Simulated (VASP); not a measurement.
# BN (Fm-3m) in VASP: single point with PBEsol

Aim: the single point of BN with PBEsol.

All numbers are computed with VASP 6.6.1; they aren't measurements. Logs are shortened: lines on timing, memory, paths and dates and some standing lists are left out, and cuts for length are marked.

**1. The cell of the first run**

It takes space group Fm-3m (No. 225, cubic). Conventional cell: a = 3.546 Å, b = 3.546 Å, c = 3.546 Å, α = 90.00°, β = 90.00°, γ = 90.00°. B (site symmetry m-3m) has 6 N at 1.77 Å within 2.4 Å. N (site symmetry m-3m) has 6 B at 1.77 Å within 2.4 Å.

**2. Single point, PBEsol (Al replaced by B, lengths x 0.884, strained)**

The input, INCAR:

```
SYSTEM = BN
PREC     = Accurate       ! precision mode
ENCUT    = 520            ! plane-wave cutoff, eV
EDIFF    = 1E-6           ! SCF threshold, eV
ISMEAR   = 0              ! smearing method
SIGMA    = 0.02           ! smearing width, eV
LREAL    = .FALSE.        ! projectors in reciprocal space
LASPH    = .TRUE.         ! aspherical terms in the spheres
NELM     = 60             ! most SCF steps
ALGO     = Normal         ! electronic algorithm
ISIF     = 2              ! what is computed and relaxed
LWAVE    = .FALSE.        ! write WAVECAR
LCHARG   = .FALSE.        ! write CHGCAR
GGA      = PS             ! functional
NBANDS   = 11             ! bands
```

The input, KPOINTS:

```
Automatic mesh
0
G
  14 14 14
  0 0 0
```

The input, POSCAR:

```
BN
1.0
    0.0000000000      1.7728274865      1.7728274865
    1.7728274865      0.0000000000      1.7728274865
    1.7728274865      1.7728274865      0.0000000000
B N
1 1
Direct
    0.5000000000      0.5000000000      0.5000000000
    0.0000000000      0.0000000000      0.0000000000
```

Potentials or basis: VASP PAW PBE potentials, release 64 (B, N).

On the command line:

```sh
> cat potpaw_PBE.64/B/POTCAR potpaw_PBE.64/N/POTCAR > POTCAR
> mpirun -np 1 vasp_std > vasp.out
```

OUTCAR:

```text
SYSTEM = BN
   PREC = Accurate
   ENCUT = 520
   EDIFF = 1E-6
   ISMEAR = 0
   LREAL = .FALSE.
   LASPH = .TRUE.
   NELM = 60
   ISIF = 2
   GGA = PS

 ion  position               nearest neighbor table
   1  0.500  0.500  0.500-   2 1.77   2 1.77   2 1.77   2 1.77   2 1.77   2 1.77
   2  0.000  0.000  0.000-   1 1.77   1 1.77   1 1.77   1 1.77   1 1.77   1 1.77

  LATTYP: Found a face centered cubic cell.
 ALAT       =     3.5456549730

  Lattice vectors:

 A1 = (   0.0000000000,   1.7728274865,   1.7728274865)
 A2 = (   1.7728274865,   0.0000000000,   1.7728274865)
 A3 = (   1.7728274865,   1.7728274865,   0.0000000000)

Analysis of symmetry for initial positions (statically):
=====================================================================
 Subroutine PRICEL returns:
 Original cell was already a primitive cell.

 Routine SETGRP: Setting up the symmetry group for a
 face centered cubic supercell.

 Subroutine GETGRP returns: Found 48 space group operations
 (whereof 48 operations were pure point group operations)
 out of a pool of 48 trial point group operations.

The static configuration has the point symmetry O_h .

Analysis of symmetry for dynamics (positions and initial velocities):
=====================================================================
 Subroutine PRICEL returns:
 Original cell was already a primitive cell.

 Routine SETGRP: Setting up the symmetry group for a
 face centered cubic supercell.

 Subroutine GETGRP returns: Found 48 space group operations
 (whereof 48 operations were pure point group operations)
 out of a pool of 48 trial point group operations.

The dynamic configuration has the point symmetry O_h .

 Subroutine INISYM returns: Found 48 space group operations
 (whereof 48 operations are pure point group operations),
 and found     1 'primitive' translations

----------------------------------------------------------------------------------------

                                     Primitive cell

  volume of cell :      11.1437

  direct lattice vectors                    reciprocal lattice vectors
     0.000000000  1.772827486  1.772827486    -0.282035338  0.282035338  0.282035338
     1.772827486  0.000000000  1.772827486     0.282035338 -0.282035338  0.282035338
     1.772827486  1.772827486  0.000000000     0.282035338  0.282035338 -0.282035338

  length of vectors
     2.507156675  2.507156675  2.507156675     0.488499536  0.488499536  0.488499536

  position of ions in fractional coordinates (direct lattice)
     0.500000000  0.500000000  0.500000000
     0.000000000  0.000000000  0.000000000

  ion indices of the primitive-cell ions
   primitive index   ion index
                 1           1
                 2           2

----------------------------------------------------------------------------------------

 KPOINTS: Automatic mesh

Automatic generation of k-mesh.
 Grid dimensions read from file:
 generate k-points for:   14   14   14

 Generating k-lattice:

  Cartesian coordinates                     Fractional coordinates (reciprocal lattice)
    -0.020145381  0.020145381  0.020145381     0.071428571  0.000000000  0.000000000
     0.020145381 -0.020145381  0.020145381     0.000000000  0.071428571  0.000000000
     0.020145381  0.020145381 -0.020145381     0.000000000  0.000000000  0.071428571

  Length of vectors
     0.034892824  0.034892824  0.034892824

  Shift w.r.t. Gamma in fractional coordinates (k-lattice)
     0.000000000  0.000000000  0.000000000

 Subroutine IBZKPT returns following result:
 ===========================================

 Found    104 irreducible k-points:

 Following reciprocal coordinates:
            Coordinates               Weight
  0.000000  0.000000  0.000000      1.000000
  0.071429  0.000000  0.000000      8.000000
  0.142857  0.000000  0.000000      8.000000
  0.214286  0.000000  0.000000      8.000000
  0.285714  0.000000  0.000000      8.000000
  0.357143  0.000000  0.000000      8.000000
[... 16 lines left out ...]
  0.214286  0.142857  0.000000     24.000000
  0.285714  0.142857  0.000000     24.000000
 [... further k-points ...]
   k-points           NKPTS =    104   k-points in BZ     NKDIM =    104   number of bands    NBANDS=     11
   number of dos      NEDOS =    301   number of ions     NIONS =      2
   total plane-waves  NPLWV =   8000
   dimension x,y,z NGX =    20 NGY =   20 NGZ =   20
   dimension x,y,z NGXF=    40 NGYF=   40 NGZF=   40
   ions per type =               1   1
   NGX,Y,Z   is equivalent  to a cutoff of  13.26, 13.26, 13.26 a.u.
   NGXF,Y,Z  is equivalent  to a cutoff of  26.52, 26.52, 26.52 a.u.
 SYSTEM =  BN
   PREC   = accura    normal or accurate (medium, high low for compatibility)
   ISTART =      0    job   : 0-new  1-cont  2-samecut
   ICHARG =      2    charge: 1-file 2-atom 10-const
   ISPIN  =      1    spin polarized calculation?
   LNONCOLLINEAR =      F non collinear calculations
   LSORBIT =      F    spin-orbit coupling
   LASPH  =      T    aspherical Exc in radial PAW
   ENCUT  =  520.0 eV  38.22 Ry    6.18 a.u.   4.66  4.66  4.66*2*pi/ulx,y,z
   NELM   =     60;   NELMIN=  2; NELMDL= -5     # of ELM steps
   EDIFF  = 0.1E-05   stopping-criterion for ELM
   LREAL  =      F    real-space projection
   EDIFFG = 0.1E-04   stopping-criterion for IOM
   NSW    =      0    number of steps for IOM
   IBRION =     -1    ionic relax: 0-MD 1-quasi-New 2-CG
   NFREE  =      0    steps in history (QN), initial steepest desc. (CG)
   ISIF   =      2    stress and relaxation
   ISYM   =      2    0-nonsym 1-usesym 2-fastsym
   POTIM  = 0.5000    time-step for ionic-motion
   TEBEG  =    0.0;   TEEND  =   0.0 temperature during run
   PSTRESS=    0.0 pullay stress
   NELECT =       8.0000    total number of electrons
   NUPDOWN=      -1.0000    fix difference up-down
   EMIN   =  10.00;   EMAX   =-10.00  energy-range for DOS
   EFERMI =   0.00;   METHOD = LEGACY
   ISMEAR =     0;   SIGMA  =   0.02  broadening in eV -4-tet -1-fermi 0-gaus
   EFERMI_NEDOS =   21; number of points for ismear=-14 and -15
   IALGO  =     38    algorithm
   IMIX   =      4    mixing-type and parameters
     AMIX     =   0.40;   BMIX     =  1.00
     AMIX_MAG =   1.60;   BMIX_MAG =  1.00
  volume/ion in A,a.u.               =       5.57        37.60
  Fermi-wavevector in a.u.,A,eV,Ry     =   1.465869  2.770090 29.235798  2.148771
  Thomas-Fermi vector in A             =   2.581674
   LORBIT       =      0    0 simple, 1 ext, 2 COOP (PROOUT), +10 PAW based schemes
   GGA     = PS    functional components
   LHFCALC =     F    Hartree Fock is set to
   AEXX    =    0.0000 exact exchange contribution
   IVDW    =     0    specifies the selected vdW correction
   LEPSILON=     F    determine dielectric tensor
   LRPA    =     F    only Hartree local field effects (RPA)
 non-spin polarized calculation
 Gauss-broadening in eV      SIGMA  =   0.02
  energy-cutoff  :      520.00
  volume of cell :       11.14
 maximum number of plane-waves:       310
   NGX =  9   NGY =  9   NGZ =  9

 number of electron       7.9999999 magnetization

 Free energy of the ion-electron system (eV)
  ---------------------------------------------------
  ext. energy  EPLUGINS =         0.00000000
  ---------------------------------------------------
  free energy    TOTEN  =       -14.94937959 eV

  energy without entropy =      -14.94937959  energy(sigma->0) =      -14.94937959

 E-fermi :   9.9729     XC(G=0): -13.6577

 val. band max:        9.7312083144   @ k =  -0.2143   0.1429   0.0000
 cond. band min:      10.6729779603   @ k =   0.5000   0.5000   0.0000
 fundamental gap:      0.9417696459
 Fermi energy:         9.9729210703

 k-point     1 :       0.0000    0.0000    0.0000
  band No.  band energies     occupation
      1     -12.1810      2.00000
      2       8.8787      2.00000
      3       8.8787      2.00000
      4       8.8787      2.00000
      5      18.0802      0.00000
      6      21.3538      0.00000
      7      21.3538      0.00000
      8      21.3538      0.00000
      9      27.9145      0.00000
     10      27.9145      0.00000
     11      27.9145      0.00000

 k-point     2 :       0.0714    0.0000    0.0000
  band No.  band energies     occupation
      1     -12.0416      2.00000
      2       8.2595      2.00000
      3       8.8680      2.00000
      4       8.8680      2.00000
      5      18.2882      0.00000
      6      20.8833      0.00000
      7      20.8833      0.00000
      8      21.2346      0.00000
      9      27.3812      0.00000
     10      28.2669      0.00000
     11      28.2669      0.00000

 k-point     3 :       0.1429    0.0000    0.0000
  band No.  band energies     occupation
      1     -11.6259      2.00000
      2       6.6713      2.00000
      3       8.8484      2.00000
      4       8.8484      2.00000
      5      18.4897      0.00000
      6      19.7268      0.00000
      7      19.7268      0.00000
      8      21.1484      0.00000
      9      26.9133      0.00000
     10      29.2774      0.00000
     11      29.2774      0.00000

 k-point     4 :       0.2143    0.0000    0.0000
  band No.  band energies     occupation
      1     -10.9432      2.00000
      2       4.5753      2.00000
      3       8.8477      2.00000
      4       8.8477      2.00000
      5      18.1444      0.00000
      6      18.3167      0.00000
      7      18.3167      0.00000
      8      21.5011      0.00000
      9      27.1589      0.00000
     10      30.8716      0.00000
     11      30.8716      0.00000
[... 239 lines left out ...]
 k-point    22 :       0.1429    0.1429    0.0000
  band No.  band energies     occupation
      1     -11.4383      2.00000
      2       7.7544      2.00000
      3       7.7544      2.00000
      4       7.9309      2.00000
      5      17.2240      0.00000
      6      19.4123      0.00000
      7      21.4779      0.00000
      8      21.4779      0.00000
      9      24.1955      0.00000
     10      31.2605      0.00000
     11      31.2605      0.00000

 k-point    23 :       0.2143    0.1429    0.0000
  band No.  band energies     occupation
      1     -10.9326      2.00000
      2       6.1336      2.00000
      3       7.3406      2.00000
      4       8.1745      2.00000
      5      15.8525      0.00000
      6      19.7868      0.00000
      7      21.2061      0.00000
      8      21.5675      0.00000
      9      23.7240      0.00000
     10      32.6669      0.00000
     11      32.9751      0.00000

 k-point    24 :       0.2857    0.1429    0.0000
  band No.  band energies     occupation
      1     -10.1664      2.00000
      2       4.0654      2.00000
      3       7.0925      2.00000
      4       8.1742      2.00000
      5      14.7903      0.00000
      6      19.5096      0.00000
      7      20.3378      0.00000
      8      22.0258      0.00000
      9      24.2957      0.00000
     10      34.0614      0.00000
     11      35.0666      0.00000

 [... further k-points ...]
[... 5 lines left out ...]
  --------------------------------------------------------------------------------------
  -------------------------------------------------------------------------------------
  Total       -1.3338809     -1.3338809     -1.3338809     -0.0000000      0.0000000     -0.0000000
  in kB     -191.7777507   -191.7777507   -191.7777507     -0.0000000      0.0000000     -0.0000000
  external PRESSURE =    -191.7777507 kB  Pullay stress =       0.0000000 kB

 VOLUME and BASIS-vectors are now :
 -----------------------------------------------------------------------------
  energy-cutoff  :      520.00
  volume of cell :       11.14
      direct lattice vectors                 reciprocal lattice vectors
     0.000000000  1.772827486  1.772827486    -0.282035338  0.282035338  0.282035338
     1.772827486  0.000000000  1.772827486     0.282035338 -0.282035338  0.282035338
     1.772827486  1.772827486  0.000000000     0.282035338  0.282035338 -0.282035338

 POSITION                                       TOTAL-FORCE (eV/Angst)
 -----------------------------------------------------------------------------------
      1.77283      1.77283      1.77283         0.000000     -0.000000     -0.000000
      0.00000      0.00000      0.00000        -0.000000      0.000000      0.000000
 -----------------------------------------------------------------------------------
    total drift:                                0.000000     -0.000000     -0.000000

  FREE ENERGIE OF THE ION-ELECTRON SYSTEM (eV)
  ---------------------------------------------------
  free  energy   TOTEN  =       -14.9493795870 eV

  energy  without entropy=      -14.9493795870  energy(sigma->0) =      -14.94937959
```

Wall time 20 s (1 thread of Intel Xeon 8259CL, shared host); peak memory 0.13 GiB.

What came out:

```
Free energy            : -14.9494 eV
Pressure               : -19.2 GPa
Band gap on the k mesh : 0.94 eV, indirect (least direct gap 5.67 eV)
```

Levels at points of the mesh, in eV from the valence-band top:
```
           k point  band 1  band 2  band 3  band 4  band 5  band 6  band 7  band 8  band 9
(0.00, 0.00, 0.00)  -21.91   -0.85   -0.85   -0.85    8.35   11.62   11.62   11.62   18.18
(0.50, 0.00, 0.00)  -16.90  -12.21   -0.61   -0.61    5.06    5.06    6.79   12.96   21.92
(0.50, 0.50, 0.00)  -14.24  -11.47   -5.42   -5.42    0.94    8.65   14.04   14.04   15.56
```

Caveat: the cell differs from its parent crystal (Al replaced by B, lengths x 0.884, strained); the PAW data sets were made with another functional, which shifts forces and pressure a little. A k mesh can miss the band edges.
